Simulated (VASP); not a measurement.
# Re (P6_3/mmc) in VASP: vibrations by perturbation theory with PBEsol

Aim: the vibrations by perturbation theory of Re with PBEsol.

All numbers are computed with VASP 6.6.1; they aren't measurements. Logs are shortened: lines on timing, memory, paths and dates and some standing lists are left out, and cuts for length are marked.

## Step 1: The cell of the first run

The structure is hexagonal, space group P6_3/mmc (No. 194). Conventional cell: a = 2.750 Å, b = 2.750 Å, c = 4.443 Å, α = 90.00°, β = 90.00°, γ = 120.00°. Re (site symmetry -6m2) has 12 Re at 2.73 to 2.75 Å within 3.6 Å.

## Step 2: Vibrations by perturbation theory, PBEsol

Input file INCAR:

```
SYSTEM = Re
PREC = Accurate
ENCUT = 520
EDIFF = 1E-8
ISMEAR = 0
SIGMA = 0.15
LREAL = .False.
LASPH = .True.
NELM = 80
ALGO = Fast
ISIF = 2
LWAVE = .False.
LCHARG = .False.
GGA = PS
IBRION = 8
NSW = 1
```

Input file KPOINTS:

```
regular mesh
0
Gamma
  18 18 10
  0 0 0
```

Input file POSCAR:

```
Re
1.0
    2.7502953086      0.0000000000      0.0000000000
   -1.3751476543      2.3818256051      0.0000000000
    0.0000000000      0.0000000000      4.4432902328
Re
2
Direct
    0.3333333333      0.6666666667      0.2500000000
    0.6666666667      0.3333333333      0.7500000000
```

Potentials or basis: VASP PAW PBE potentials, release 64 (Re).

Launch:

```console
$ cat potpaw_PBE.64/Re/POTCAR > POTCAR
$ mpirun -np 1 vasp_std > vasp.out
```

OUTCAR:

```text
SYSTEM = Re
   PREC = Accurate
   ENCUT = 520
   EDIFF = 1E-8
   ISMEAR = 0
   LREAL = .False.
   LASPH = .True.
   NELM = 80
   ISIF = 2
   GGA = PS
   IBRION = 8
   NSW = 1

 ion  position               nearest neighbor table
   1  0.333  0.667  0.250-   2 2.73   2 2.73   2 2.73   2 2.73   2 2.73   2 2.73
   2  0.667  0.333  0.750-   1 2.73   1 2.73   1 2.73   1 2.73   1 2.73   1 2.73

  LATTYP: Found a hexagonal cell.
 ALAT       =     2.7502953086
 C/A-ratio  =     1.6155684151

  Lattice vectors:

 A1 = (   2.7502953086,   0.0000000000,   0.0000000000)
 A2 = (  -1.3751476543,   2.3818256051,   0.0000000000)
 A3 = (   0.0000000000,   0.0000000000,   4.4432902328)

Analysis of symmetry for initial positions (statically):
=====================================================================
 Subroutine PRICEL returns:
 Original cell was already a primitive cell.

 Routine SETGRP: Setting up the symmetry group for a
 hexagonal supercell.

 Subroutine GETGRP returns: Found 24 space group operations
 (whereof 12 operations were pure point group operations)
 out of a pool of 24 trial point group operations.

The static configuration has the point symmetry D_3d.
 The point group associated with its full space group is D_6h.

Analysis of symmetry for dynamics (positions and initial velocities):
=====================================================================
 Subroutine PRICEL returns:
 Original cell was already a primitive cell.

 Routine SETGRP: Setting up the symmetry group for a
 hexagonal supercell.

 Subroutine GETGRP returns: Found 24 space group operations
 (whereof 12 operations were pure point group operations)
 out of a pool of 24 trial point group operations.

The dynamic configuration has the point symmetry D_3d.
 The point group associated with its full space group is D_6h.

 Subroutine INISYM returns: Found 24 space group operations
 (whereof 12 operations are pure point group operations),
 and found     1 'primitive' translations

----------------------------------------------------------------------------------------

                                     Primitive cell

  volume of cell :      29.1068

  direct lattice vectors                    reciprocal lattice vectors
     2.750295309  0.000000000  0.000000000     0.363597319  0.209923010  0.000000000
    -1.375147654  2.381825605  0.000000000     0.000000000  0.419846020  0.000000000
     0.000000000  0.000000000  4.443290233     0.000000000  0.000000000  0.225058447

  length of vectors
     2.750295309  2.750295309  4.443290233     0.419846020  0.419846020  0.225058447

  position of ions in fractional coordinates (direct lattice)
     0.333333333  0.666666667  0.250000000
     0.666666667  0.333333333  0.750000000

  ion indices of the primitive-cell ions
   primitive index   ion index
                 1           1
                 2           2

----------------------------------------------------------------------------------------

 KPOINTS: regular mesh

Automatic generation of k-mesh.
 Grid dimensions read from file:
 generate k-points for:   18   18   10

 Generating k-lattice:

  Cartesian coordinates                     Fractional coordinates (reciprocal lattice)
     0.020199851  0.011662389  0.000000000     0.055555556  0.000000000  0.000000000
     0.000000000  0.023324779  0.000000000     0.000000000  0.055555556  0.000000000
     0.000000000  0.000000000  0.022505845     0.000000000  0.000000000  0.100000000

  Length of vectors
     0.023324779  0.023324779  0.022505845

  Shift w.r.t. Gamma in fractional coordinates (k-lattice)
     0.000000000  0.000000000  0.000000000

 Subroutine IBZKPT returns following result:
 ===========================================

 Found    222 irreducible k-points:

 Following reciprocal coordinates:
            Coordinates               Weight
  0.000000  0.000000  0.000000      1.000000
  0.055556  0.000000  0.000000      6.000000
  0.111111  0.000000  0.000000      6.000000
  0.166667  0.000000  0.000000      6.000000
  0.222222  0.000000  0.000000      6.000000
  0.277778  0.000000  0.000000      6.000000
[... 16 lines left out ...]
  0.333333  0.111111  0.000000     12.000000
[... 27 lines left out ...]
   ISYM   =      2    0-nonsym 1-usesym 2-fastsym
   POTIM  = 0.5000    time-step for ionic-motion
   TEBEG  =    0.0;   TEEND  =   0.0 temperature during run
   PSTRESS=    0.0 pullay stress
   NELECT =      14.0000    total number of electrons
   NUPDOWN=      -1.0000    fix difference up-down
   EMIN   =  10.00;   EMAX   =-10.00  energy-range for DOS
   EFERMI =   0.00;   METHOD = LEGACY
   ISMEAR =     0;   SIGMA  =   0.15  broadening in eV -4-tet -1-fermi 0-gaus
   EFERMI_NEDOS =   21; number of points for ismear=-14 and -15
   IALGO  =     68    algorithm
   IMIX   =      4    mixing-type and parameters
     AMIX     =   0.40;   BMIX     =  1.00
     AMIX_MAG =   1.60;   BMIX_MAG =  1.00
  volume/ion in A,a.u.               =      14.55        98.21
  Fermi-wavevector in a.u.,A,eV,Ry     =   1.282684  2.423920 22.385353  1.645277
  Thomas-Fermi vector in A             =   2.414981
   LORBIT       =      0    0 simple, 1 ext, 2 COOP (PROOUT), +10 PAW based schemes
   GGA     = PS    functional components
   LHFCALC =     F    Hartree Fock is set to
   AEXX    =    0.0000 exact exchange contribution
   IVDW    =     0    specifies the selected vdW correction
   LEPSILON=     F    determine dielectric tensor
   LRPA    =     F    only Hartree local field effects (RPA)
 non-spin polarized calculation
 RMM-DIIS sequential band-by-band and
 Gauss-broadening in eV      SIGMA  =   0.15
  energy-cutoff  :      520.00
  volume of cell :       29.11
 maximum number of plane-waves:       798
   NGX = 11   NGY = 11   NGZ = 17

--------------------------------------- Ionic step        1  -------------------------------------------

 number of electron      14.0000001 magnetization

 Free energy of the ion-electron system (eV)
  ---------------------------------------------------
  ext. energy  EPLUGINS =         0.00000000
  ---------------------------------------------------
  free energy    TOTEN  =       -26.74567000 eV

  energy without entropy =      -26.72708539  energy(sigma->0) =      -26.73637770

 E-fermi :   7.8411     XC(G=0): -13.8795

 val. band max:        7.8356183067   @ k =   0.3889   0.0000   0.5000
 cond. band min:       7.8430978885   @ k =   0.2778   0.0000   0.5000
 fundamental gap:      0.0074795818
 Fermi energy:         7.8410535386

 k-point     1 :       0.0000    0.0000    0.0000
  band No.  band energies     occupation
      1      -2.1207      2.00000
      2       1.1299      2.00000
      3       6.2367      2.00000
      4       6.2389      2.00000
      5       6.2389      2.00000
      6       7.0923      2.00000
      7       7.0923      2.00000
      8       8.0446      0.05501
      9       8.0446      0.05501
     10       8.4849      0.00000
     11      11.2754      0.00000
[... 309 lines left out ...]
 k-point    24 :       0.3889    0.1111    0.0000
  band No.  band energies     occupation
      1       2.1891      2.00000
      2       2.3186      2.00000
      3       2.6327      2.00000
      4       5.5414      2.00000
      5       5.7268      2.00000
      6       6.4527      2.00000
      7       7.2146      2.00000
      8      11.1130      0.00000
      9      11.7292      0.00000
     10      12.0284      0.00000
     11      13.6370      0.00000

 [... further k-points ...]

------------------------ aborting loop because EDIFF is reached ----------------------------------------

  FORCE on cell =-STRESS in cart. coord.  units (eV):
  Direction    XX          YY          ZZ          XY          YZ          ZX
  --------------------------------------------------------------------------------------
  -------------------------------------------------------------------------------------
  Total        0.0312155      0.0312155     -0.0287083      0.0000000      0.0000000     -0.0000000
  in kB        1.7182506      1.7182506     -1.5802455      0.0000000      0.0000000     -0.0000000
  external PRESSURE =       0.6187519 kB  Pullay stress =       0.0000000 kB

 VOLUME and BASIS-vectors are now :
 -----------------------------------------------------------------------------
  energy-cutoff  :      520.00
  volume of cell :       29.11
      direct lattice vectors                 reciprocal lattice vectors
     2.750295309  0.000000000  0.000000000     0.363597319  0.209923010  0.000000000
    -1.375147654  2.381825605  0.000000000     0.000000000  0.419846020  0.000000000
     0.000000000  0.000000000  4.443290233     0.000000000  0.000000000  0.225058447

 POSITION                                       TOTAL-FORCE (eV/Angst)
 -----------------------------------------------------------------------------------
     -0.00000      1.58788      1.11082         0.000000      0.000000      0.000000
      1.37515      0.79394      3.33247        -0.000000     -0.000000      0.000000
 -----------------------------------------------------------------------------------
    total drift:                               -0.000000      0.000000     -0.000000

  FREE ENERGIE OF THE ION-ELECTRON SYSTEM (eV)
  ---------------------------------------------------
  free  energy   TOTEN  =       -26.7456699965 eV

  energy  without entropy=      -26.7270853941  energy(sigma->0) =      -26.73637770

[... ionic steps 2 to 3 ...]

--------------------------------------- Ionic step        4  -------------------------------------------

------------------------ aborting loop because EDIFF is reached ----------------------------------------

[... ionic steps 5 to 5 ...]

--------------------------------------- Ionic step        6  -------------------------------------------

 Free energy of the ion-electron system (eV)
  ---------------------------------------------------
  ---------------------------------------------------
  free energy    TOTEN  =        -0.18597708 eV

  energy without entropy =       -0.18597708

------------------------ aborting loop because EDIFF is reached ----------------------------------------

 INTERNAL STRAIN TENSOR  FOR ION    1  DIRECTION 3   (eV/Angst):
 -----------------------------------------------------------------------------
    -0.03445  0.00000  0.00000
     0.00000 -0.03445  0.00000
    -0.00000  0.00000  0.06705

 INTERNAL STRAIN TENSOR FOR ION    2 for displacements in x,y,z  (eV/Angst):
          X           Y           Z          XY          YZ          ZX
  --------------------------------------------------------------------------------
  x     0.00000     0.00000     0.00000     3.32971     0.00000     0.00000
  y     3.32971    -3.32971     0.00000     0.00000     0.00000     0.00000
  z     0.00000     0.00000    -0.00000     0.00000     0.00000    -0.00000

 SECOND DERIVATIVES (NOT SYMMETRIZED)
 ------------------------------------
               1X          1Y          1Z          2X          2Y          2Z
  1X    -4.652212   -0.000000    0.000000    4.652212    0.000000    0.000000
  1Y    -0.000000   -4.652212    0.000000    0.000000    4.652212    0.000000
  1Z     0.000000    0.000000   -3.112293    0.000000    0.000000    3.112293
  2X     4.652212    0.000000    0.000000   -4.652212   -0.000000    0.000000
  2Y     0.000000    4.652212    0.000000   -0.000000   -4.652212    0.000000
  2Z     0.000000    0.000000    3.112293    0.000000    0.000000   -3.112293

 Eigenvectors and eigenvalues of the dynamical matrix
 ----------------------------------------------------

   1 f  =    3.494600 THz    21.957218 2PiTHz  116.567302 cm-1    14.452497 meV
             X         Y         Z           dx          dy          dz
     -0.000000  1.587884  1.110823     0.707107    0.000001    0.000000
      1.375148  0.793942  3.332468    -0.707107   -0.000001    0.000000
[... 11 lines left out ...]
   4 f  =    0.000000 THz     0.000000 2PiTHz    0.000000 cm-1     0.000000 meV
             X         Y         Z           dx          dy          dz
     -0.000000  1.587884  1.110823     0.000000    0.000000    0.707107
      1.375148  0.793942  3.332468     0.000000    0.000000    0.707107

   5 f/i=    0.000000 THz     0.000000 2PiTHz    0.000001 cm-1     0.000000 meV
             X         Y         Z           dx          dy          dz
     -0.000000  1.587884  1.110823    -0.683021    0.182983    0.000000
      1.375148  0.793942  3.332468    -0.683021    0.182983    0.000000

   6 f/i=    0.000000 THz     0.000000 2PiTHz    0.000002 cm-1     0.000000 meV
             X         Y         Z           dx          dy          dz
     -0.000000  1.587884  1.110823    -0.182983   -0.683021    0.000000
      1.375148  0.793942  3.332468    -0.182983   -0.683021    0.000000

--------------------------------------------------------------------------------------------------------

 ELASTIC MODULI CONTR FROM IONIC RELAXATION (kBar)
 Direction    XX          YY          ZZ          XY          YZ          ZX
 --------------------------------------------------------------------------------
 XX        -131.1808    131.1808     -0.0000      0.0000      0.0000     -0.0000
 YY         131.1808   -131.1808      0.0000     -0.0000      0.0000      0.0000
 ZZ          -0.0000      0.0000     -0.0000      0.0000      0.0000     -0.0000
 XY           0.0000     -0.0000      0.0000   -131.1808      0.0000      0.0000
 YZ           0.0000      0.0000      0.0000      0.0000      0.0000      0.0000
 ZX          -0.0000      0.0000     -0.0000      0.0000      0.0000     -0.0000
 --------------------------------------------------------------------------------
```

Run time: 21 min. Hardware: 1 thread of Intel Xeon Platinum 8259CL at 2.50GHz (Skylake/Cascade Lake), shared host; peak memory 0.7 GiB.

Results:

| Property | Result |
| --- | --- |
| Highest phonon frequency at Γ | 117 cm⁻¹ |

Phonon frequencies in cm⁻¹ (negative: imaginary):
```tsv
q point	frequencies
(0.000, 0.000, 0.000)	0 0 0 95 117 117
```

Caveat: the PAW data sets were made with another functional, which shifts forces and pressure a little; spin-orbit coupling is left out, which moves the levels of the heavy elements.
